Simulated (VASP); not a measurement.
# MoH4 in VASP: a series of runs

Runs on MoH4. Level: PBE. Tasks: single point.

Program: VASP 6.6.1. These are calculated values, not measurements. Logs are shortened: lines on timing, memory, paths and dates and some standing lists are left out, and cuts for length are marked.

**1. The cell of the first run**

The cell holds a sheet with vacuum, 5 atoms: a = 3.879 Å, b = 3.879 Å, c = 15.000 Å, α = 90.00°, β = 90.00°, γ = 90.00°.

**2. Single point, PBE**

File INCAR:

```
ALGO     = Normal         # electronic algorithm
DIPOL    = 0.5 0.5 0.490
EDIFF    = 1E-7           # SCF threshold, eV
ENCUT    = 520            # plane-wave cutoff, eV
GGA      = PE             # functional
IDIPOL   = 3            
ISIF     = 2              # what is computed and relaxed
ISMEAR   = 0              # smearing method
LASPH    = T              # aspherical terms in the spheres
LCHARG   = F              # write CHGCAR
LDIPOL   = T            
LREAL    = F              # projectors in reciprocal space
LWAVE    = F              # write WAVECAR
NBANDS   = 17             # bands
NELM     = 80             # most SCF steps
PREC     = Accurate       # precision mode
SIGMA    = 0.1            # smearing width, eV
```

File KPOINTS:

```
k-points
0
Gamma
  4 4 1
```

File POSCAR:

```
MoH4
1.0
    3.8785890000      0.0000000000      0.0000000000
    0.0000000000      3.8785890000      0.0000000000
    0.0000000000      0.0000000000     15.0000000000
H Mo
4 1
Direct
    0.8130527000      0.0000000000      0.4826417900
    0.1869473000      0.0000000000      0.4826417900
    0.0000000000      0.8130527000      0.4826417900
    0.0000000000      0.1869473000      0.4826417900
    0.5000000000      0.5000000000      0.5173582100
```

Potentials or basis: VASP PAW PBE potentials, release 64 (H, Mo_sv).

Launch:

```sh
cat potpaw_PBE.64/H/POTCAR potpaw_PBE.64/Mo_sv/POTCAR > POTCAR
mpirun -np 1 vasp_std > vasp.out
```

OUTCAR:

```text
EDIFF = 1E-7
   ENCUT = 520
   GGA = PE
   ISIF = 2
   ISMEAR = 0
   LASPH = T
   LREAL = F
   NELM = 80
   PREC = Accurate

 ion  position               nearest neighbor table
   1  0.813  0.000  0.483-
   2  0.187  0.000  0.483-
   3  0.000  0.813  0.483-
   4  0.000  0.187  0.483-
   5  0.500  0.500  0.517-

  LATTYP: Found a simple tetragonal cell.
 ALAT       =     3.8785890000
 C/A-ratio  =     3.8673857942

  Lattice vectors:

 A1 = (   3.8785890000,   0.0000000000,   0.0000000000)
 A2 = (   0.0000000000,   3.8785890000,   0.0000000000)
 A3 = (   0.0000000000,   0.0000000000,  15.0000000000)

Analysis of symmetry for initial positions (statically):
=====================================================================
 Subroutine PRICEL returns:
 Original cell was already a primitive cell.

 Routine SETGRP: Setting up the symmetry group for a
 simple tetragonal supercell.

 Subroutine GETGRP returns: Found  8 space group operations
 (whereof  8 operations were pure point group operations)
 out of a pool of 16 trial point group operations.

The static configuration has the point symmetry C_4v.

Analysis of symmetry for dynamics (positions and initial velocities):
=====================================================================
 Subroutine PRICEL returns:
 Original cell was already a primitive cell.

 Routine SETGRP: Setting up the symmetry group for a
 simple tetragonal supercell.

 Subroutine GETGRP returns: Found  8 space group operations
 (whereof  8 operations were pure point group operations)
 out of a pool of 16 trial point group operations.

The dynamic configuration has the point symmetry C_4v.

 Subroutine INISYM returns: Found  8 space group operations
 (whereof  8 operations are pure point group operations),
 and found     1 'primitive' translations

----------------------------------------------------------------------------------------

                                     Primitive cell

  volume of cell :     225.6518

  direct lattice vectors                    reciprocal lattice vectors
     3.878589000  0.000000000  0.000000000     0.257825720  0.000000000  0.000000000
     0.000000000  3.878589000  0.000000000     0.000000000  0.257825720  0.000000000
     0.000000000  0.000000000 15.000000000     0.000000000  0.000000000  0.066666667

  length of vectors
     3.878589000  3.878589000 15.000000000     0.257825720  0.257825720  0.066666667

  position of ions in fractional coordinates (direct lattice)
     0.813052700  0.000000000  0.482641790
     0.186947300  0.000000000  0.482641790
     0.000000000  0.813052700  0.482641790
     0.000000000  0.186947300  0.482641790
     0.500000000  0.500000000  0.517358210

  ion indices of the primitive-cell ions
   primitive index   ion index
                 1           1
                 2           2
                 3           3
                 4           4
                 5           5

----------------------------------------------------------------------------------------

 KPOINTS: k-points

Automatic generation of k-mesh.
 Grid dimensions read from file:
 generate k-points for:    4    4    1

 Generating k-lattice:

  Cartesian coordinates                     Fractional coordinates (reciprocal lattice)
     0.064456430  0.000000000  0.000000000     0.250000000  0.000000000  0.000000000
     0.000000000  0.064456430  0.000000000     0.000000000  0.250000000  0.000000000
     0.000000000  0.000000000  0.066666667     0.000000000  0.000000000  1.000000000

  Length of vectors
     0.064456430  0.064456430  0.066666667

  Shift w.r.t. Gamma in fractional coordinates (k-lattice)
     0.000000000  0.000000000  0.000000000

 Subroutine IBZKPT returns following result:
 ===========================================

 Found      6 irreducible k-points:

 Following reciprocal coordinates:
            Coordinates               Weight
  0.000000  0.000000  0.000000      1.000000
  0.250000  0.000000  0.000000      4.000000
  0.500000  0.000000  0.000000      2.000000
  0.250000  0.250000  0.000000      4.000000
  0.500000  0.250000  0.000000      4.000000
  0.500000  0.500000  0.000000      1.000000
   k-points           NKPTS =      6   k-points in BZ     NKDIM =      6   number of bands    NBANDS=     17
   number of dos      NEDOS =    301   number of ions     NIONS =      5
   total plane-waves  NPLWV = 100800
   dimension x,y,z NGX =    30 NGY =   30 NGZ =  112
   dimension x,y,z NGXF=    60 NGYF=   60 NGZF=  224
   ions per type =               4   1
   NGX,Y,Z   is equivalent  to a cutoff of  12.86, 12.86, 12.41 a.u.
   NGXF,Y,Z  is equivalent  to a cutoff of  25.72, 25.72, 24.83 a.u.
 SYSTEM =  unknown system
   PREC   = accura    normal or accurate (medium, high low for compatibility)
   ISTART =      0    job   : 0-new  1-cont  2-samecut
   ICHARG =      2    charge: 1-file 2-atom 10-const
   ISPIN  =      1    spin polarized calculation?
   LNONCOLLINEAR =      F non collinear calculations
   LSORBIT =      F    spin-orbit coupling
   LASPH  =      T    aspherical Exc in radial PAW
   ENCUT  =  520.0 eV  38.22 Ry    6.18 a.u.   7.21  7.21 27.89*2*pi/ulx,y,z
   NELM   =     80;   NELMIN=  2; NELMDL= -5     # of ELM steps
   EDIFF  = 0.1E-06   stopping-criterion for ELM
   LREAL  =      F    real-space projection
   EDIFFG = 0.1E-05   stopping-criterion for IOM
   NSW    =      0    number of steps for IOM
   IBRION =     -1    ionic relax: 0-MD 1-quasi-New 2-CG
   NFREE  =      0    steps in history (QN), initial steepest desc. (CG)
   ISIF   =      2    stress and relaxation
   ISYM   =      2    0-nonsym 1-usesym 2-fastsym
   POTIM  = 0.5000    time-step for ionic-motion
   TEBEG  =    0.0;   TEEND  =   0.0 temperature during run
   PSTRESS=    0.0 pullay stress
   NELECT =      18.0000    total number of electrons
   NUPDOWN=      -1.0000    fix difference up-down
   EMIN   =  10.00;   EMAX   =-10.00  energy-range for DOS
   EFERMI =   0.00;   METHOD = LEGACY
   ISMEAR =     0;   SIGMA  =   0.10  broadening in eV -4-tet -1-fermi 0-gaus
   EFERMI_NEDOS =   21; number of points for ismear=-14 and -15
   IALGO  =     38    algorithm
   IMIX   =      4    mixing-type and parameters
     AMIX     =   0.40;   BMIX     =  1.00
     AMIX_MAG =   1.60;   BMIX_MAG =  1.00
  volume/ion in A,a.u.               =      45.13       304.55
  Fermi-wavevector in a.u.,A,eV,Ry     =   0.704725  1.331736  6.757153  0.496637
  Thomas-Fermi vector in A             =   1.790044
   LORBIT       =      0    0 simple, 1 ext, 2 COOP (PROOUT), +10 PAW based schemes
   GGA     = PE    functional components
   LHFCALC =     F    Hartree Fock is set to
   AEXX    =    0.0000 exact exchange contribution
   IVDW    =     0    specifies the selected vdW correction
   LEPSILON=     F    determine dielectric tensor
   LRPA    =     F    only Hartree local field effects (RPA)
 non-spin polarized calculation
 Gauss-broadening in eV      SIGMA  =   0.10
  energy-cutoff  :      520.00
  volume of cell :      225.65
 maximum number of plane-waves:      6130
 NGX is ok and might be reduce to    30
   NGX = 15   NGY = 15   NGZ = 55

 number of electron      17.9999999 magnetization

 dipolmoment           0.000000      0.000000     -0.004275 electrons x Angstroem

 Free energy of the ion-electron system (eV)
  ---------------------------------------------------
  ext. energy  EPLUGINS =         0.00000000
  ---------------------------------------------------
  free energy    TOTEN  =       -16.04394488 eV

  energy without entropy =      -15.99969962  energy(sigma->0) =      -16.02182225

 E-fermi :  -2.6521     XC(G=0):  -2.8684

 val. band max:       -2.6804756756   @ k =   0.5000   0.5000   0.0000
 cond. band min:      -2.6468032412   @ k =   0.0000   0.0000   0.0000
 fundamental gap:      0.0336724345
 Fermi energy:        -2.6521166983

 k-point     1 :       0.0000    0.0000    0.0000
  band No.  band energies     occupation
      1     -63.7489      2.00000
      2     -37.8784      2.00000
      3     -37.8784      2.00000
      4     -37.6341      2.00000
      5     -14.2709      2.00000
      6      -4.3514      2.00000
[... 9 lines left out ...]
     16       2.2446      0.00000
     17       2.7829      0.00000

 k-point     2 :       0.2500    0.0000    0.0000
  band No.  band energies     occupation
      1     -63.7484      2.00000
      2     -37.8915      2.00000
      3     -37.8771      2.00000
      4     -37.6330      2.00000
      5     -14.0080      2.00000
      6      -5.7548      2.00000
[... 9 lines left out ...]
     16       2.9353      0.00000
     17       3.4588      0.00000

 k-point     3 :       0.5000    0.0000    0.0000
  band No.  band energies     occupation
      1     -63.7480      2.00000
      2     -37.9046      2.00000
      3     -37.8758      2.00000
      4     -37.6320      2.00000
      5     -13.7053      2.00000
      6      -6.8734      2.00000
[... 9 lines left out ...]
     16       3.4591      0.00000
     17       3.5631      0.00000

 k-point     4 :       0.2500    0.2500    0.0000
  band No.  band energies     occupation
      1     -63.7480      2.00000
      2     -37.8902      2.00000
      3     -37.8897      2.00000
      4     -37.6320      2.00000
      5     -13.8462      2.00000
      6      -5.7363      2.00000
[... 9 lines left out ...]
     16       3.5473      0.00000
     17       3.9615      0.00000

 k-point     5 :       0.5000    0.2500    0.0000
  band No.  band energies     occupation
      1     -63.7475      2.00000
      2     -37.9028      2.00000
      3     -37.8884      2.00000
      4     -37.6310      2.00000
      5     -13.6720      2.00000
      6      -6.2486      2.00000
[... 9 lines left out ...]
     16       3.4619      0.00000
     17       4.2377      0.00000

 k-point     6 :       0.5000    0.5000    0.0000
  band No.  band energies     occupation
      1     -63.7470      2.00000
      2     -37.9009      2.00000
      3     -37.9009      2.00000
      4     -37.6301      2.00000
      5     -13.6386      2.00000
      6      -5.4740      2.00000
[... 9 lines left out ...]
     16       4.8491      0.00000
     17       4.8491      0.00000

------------------------ aborting loop because EDIFF is reached ----------------------------------------

 vacuum level on the upper side and lower side of the slab       (xc-potential included)        -0.182        -0.109

  FORCE on cell =-STRESS in cart. coord.  units (eV):
  Direction    XX          YY          ZZ          XY          YZ          ZX
  --------------------------------------------------------------------------------------
  -------------------------------------------------------------------------------------
  Total       -5.1067877     -5.1067877     -0.8102266      0.0000000      0.0000000      0.0000000
  in kB      -36.2593160    -36.2593160     -5.7527868      0.0000000      0.0000000      0.0000000
  external PRESSURE =     -26.0904729 kB  Pullay stress =       0.0000000 kB

 VOLUME and BASIS-vectors are now :
 -----------------------------------------------------------------------------
  energy-cutoff  :      520.00
  volume of cell :      225.65
      direct lattice vectors                 reciprocal lattice vectors
     3.878589000  0.000000000  0.000000000     0.257825720  0.000000000  0.000000000
     0.000000000  3.878589000  0.000000000     0.000000000  0.257825720  0.000000000
     0.000000000  0.000000000 15.000000000     0.000000000  0.000000000  0.066666667

 POSITION                                       TOTAL-FORCE (eV/Angst)
 -----------------------------------------------------------------------------------
      3.15350      0.00000      7.23963        -3.286880      0.000000      0.363259
      0.72509      0.00000      7.23963         3.286880      0.000000      0.363259
      0.00000      3.15350      7.23963        -0.000000     -3.286880      0.363259
      0.00000      0.72509      7.23963        -0.000000      3.286880      0.363259
      1.93929      1.93929      7.76037        -0.000000     -0.000000     -1.453035
 -----------------------------------------------------------------------------------
    total drift:                                0.000000      0.000000      0.000513

  FREE ENERGIE OF THE ION-ELECTRON SYSTEM (eV)
  ---------------------------------------------------
  free  energy   TOTEN  =       -16.0439448792 eV

  energy  without entropy=      -15.9996996241  energy(sigma->0) =      -16.02182225

 vacuum level on the upper side and lower side of the slab         1.461         1.536
```

Run time: 45 s. Hardware: 1 thread of AMD EPYC 7R43 (Zen 3), shared host; peak memory 0.25 GiB.

Results:

```
Free energy            : -16.0439 eV
Largest force          : 3.307 eV/Å
Band gap on the k mesh : zero (band 9 reaches -2.61 eV, above the bottom of band 10 at -2.65 eV)
```

Forces on the atoms (eV/Å):
```
H   -3.287  0.000  0.363
H    3.287  0.000  0.363
H    0.000 -3.287  0.363
H    0.000  3.287  0.363
Mo   0.000  0.000 -1.453
```

Levels at points of the mesh, in eV from the Fermi level:
```tsv
k point	band 6	band 7	band 8	band 9	band 10	band 11	band 12	band 13
(0.00, 0.00, 0.00)	-1.70	-0.71	-0.71	-0.26	0.01	0.19	0.87	0.87
(0.50, 0.00, 0.00)	-4.22	-2.36	-0.61	0.05	0.25	0.71	3.24	3.64
(0.50, 0.50, 0.00)	-2.82	-2.82	-0.03	-0.03	0.20	0.61	0.73	2.78
```

Caveat: the k points lie up to 0.40 Å⁻¹ apart.

**3. Single point, PBE**

This run uses another cell than the first one, of 47.91 Å³/atom, 1.062 times its volume.

File INCAR:

```
  PREC = Accurate
  ENCUT = 520
  EDIFF = 1E-7
  ISMEAR = 0
  SIGMA = 0.1
  LREAL = F
  LASPH = T
  NELM = 60
  ALGO = Normal
  ISIF = 2
  LWAVE = F
  LCHARG = F
  LDIPOL = T
  IDIPOL = 3
  DIPOL = 0.5 0.5 0.296
  GGA = PE
  NBANDS = 17
```

File KPOINTS:

```
Automatic mesh
0
Gamma
  4 4 1
```

File POSCAR:

```
MoH4
1.0
    3.1053744728      0.0000000000      0.0000000000
    0.0000000000      3.1053744728      0.0000000000
    0.0000000000      0.0000000000     24.8414926000
H Mo
4 1
Direct
    0.6833427294      0.0000000000      0.2882324208
    0.3166572706      0.0000000000      0.2882324208
    0.0000000000      0.6833427294      0.2882324208
    0.0000000000      0.3166572706      0.2882324208
    0.5000000000      0.5000000000      0.3251973015
```

Potentials or basis: VASP PAW PBE potentials, release 64 (H, Mo_sv).

Launch:

```sh
cat potpaw_PBE.64/H/POTCAR potpaw_PBE.64/Mo_sv/POTCAR > POTCAR
mpirun -np 1 vasp_std > vasp.out
```

Wall time 46 s (1 thread of AMD EPYC 7R43 (Zen 3), shared host); peak memory 0.27 GiB.

Results (log left out):

| Quantity | Value |
| --- | --- |
| Free energy | -19.9517 eV |
| Largest force | 0.005 eV/Å |
| Band gap on the k mesh | zero (band 9 reaches -1.71 eV, above the bottom of band 10 at -3.27 eV) |

Forces in eV/Å, atoms in the order of the input:
```
H    0.005  0.000  0.001
H   -0.005  0.000  0.001
H    0.000  0.005  0.001
H    0.000 -0.005  0.001
Mo   0.000  0.000 -0.002
```

Levels at points of the mesh, in eV from the Fermi level:
| k point | band 5 | band 6 | band 7 | band 8 | band 9 | band 10 | band 11 | band 12 | band 13 | band 14 |
| --- | --- | --- | --- | --- | --- | --- | --- | --- | --- | --- |
| (0.00, 0.00, 0.00) | -12.28 | -5.96 | -2.16 | -0.64 | -0.64 | -0.26 | 1.25 | 3.53 | 4.16 | 4.33 |
| (0.50, 0.00, 0.00) | -10.03 | -8.34 | -1.73 | -0.84 | -0.70 | 0.57 | 1.63 | 4.34 | 4.68 | 5.61 |
| (0.50, 0.50, 0.00) | -7.49 | -7.48 | -7.48 | 0.44 | 1.17 | 1.17 | 1.80 | 2.42 | 6.10 | 8.47 |

Caveat: the k points lie up to 0.51 Å⁻¹ apart.

**4. Single point, PBE, collinear spin, ferromagnetic start**

This run uses another cell than the first one, of 49.11 Å³/atom, 1.088 times its volume.

File INCAR:

```
ALGO = Normal
DIPOL = 0.5 0.5 0.296
EDIFF = 1E-7
ENCUT = 520
GGA = PE
IDIPOL = 3
ISIF = 2
ISMEAR = 0
ISPIN = 2
LASPH = True
LCHARG = True
LDIPOL = True
LELF = True
LMAXMIX = 4
LORBIT = 11
LREAL = False
LVACPOTAV = True
LVHAR = True
LWAVE = False
MAGMOM = 0 0 0 0 0.45
NBANDS = 21
NELM = 150
PREC = Accurate
SIGMA = 0.1
```

File KPOINTS:

```
k-points
0
Gamma
  12 12 1
```

File POSCAR:

```
MoH4
1.0
    3.1440864910      0.0000000000      0.0000000000
    0.0000000000      3.1440864910      0.0000000000
    0.0000000000      0.0000000000     24.8414926000
H Mo
4 1
Direct
    0.6807073404      0.0000000000      0.2882957396
    0.3192926596      0.0000000000      0.2882957396
    0.0000000000      0.6807073404      0.2882957396
    0.0000000000      0.3192926596      0.2882957396
    0.5000000000      0.5000000000      0.3249440264
```

Launch:

```sh
cat potpaw_PBE.64/H/POTCAR potpaw_PBE.64/Mo_sv/POTCAR > POTCAR
mpirun -np 1 vasp_std > vasp.out
```

Wall time 5.9 min (1 thread of Intel Xeon 6975P-C (Granite Rapids), shared host); peak memory 0.53 GiB.

The run converged. Its results:

| Quantity | Value |
| --- | --- |
| Free energy | -19.8278 eV |
| Largest force | 0.022 eV/Å |
| Net moment | 1.02 μB per cell |
| Site moments | H -0.01; Mo +0.80 μB |
| Valence electrons inside the program's atomic spheres | H 0.54; Mo 12.48 |
| Work function of the upper face | 4.53 eV |
| Work function of the lower face | 4.26 eV |

Forces on the atoms (eV/Å):
```
H   -0.005  0.000 -0.006
H    0.005  0.000 -0.006
H    0.000 -0.005 -0.006
H    0.000  0.005 -0.006
Mo   0.000  0.000  0.022
```

Levels at points of the mesh, in eV from the Fermi level:
Spin up:
```csv
k point,band 6,band 7,band 8,band 9,band 10,band 11,band 12,band 13
"(0.00, 0.00, 0.00)",-5.94,-2.20,-0.72,-0.72,-0.53,1.05,3.59,4.09
"(0.50, 0.00, 0.00)",-8.23,-1.74,-1.07,-0.80,0.34,1.34,3.98,4.64
"(0.50, 0.50, 0.00)",-7.35,-7.13,-0.03,0.93,0.93,1.94,2.15,5.73
```
Spin down:
| k point | band 5 | band 6 | band 7 | band 8 | band 9 | band 10 | band 11 | band 12 | band 13 | band 14 |
| --- | --- | --- | --- | --- | --- | --- | --- | --- | --- | --- |
| (0.00, 0.00, 0.00) | -11.92 | -5.79 | -1.66 | -0.30 | -0.30 | 0.38 | 1.48 | 3.66 | 4.26 | 4.42 |
| (0.50, 0.00, 0.00) | -9.68 | -8.15 | -1.47 | -0.31 | -0.25 | 0.93 | 2.07 | 4.59 | 4.66 | 5.72 |
| (0.50, 0.50, 0.00) | -7.27 | -7.27 | -7.07 | 1.18 | 1.47 | 1.47 | 2.16 | 2.57 | 6.20 | 8.86 |

(Part 1 of 2 ends here.)
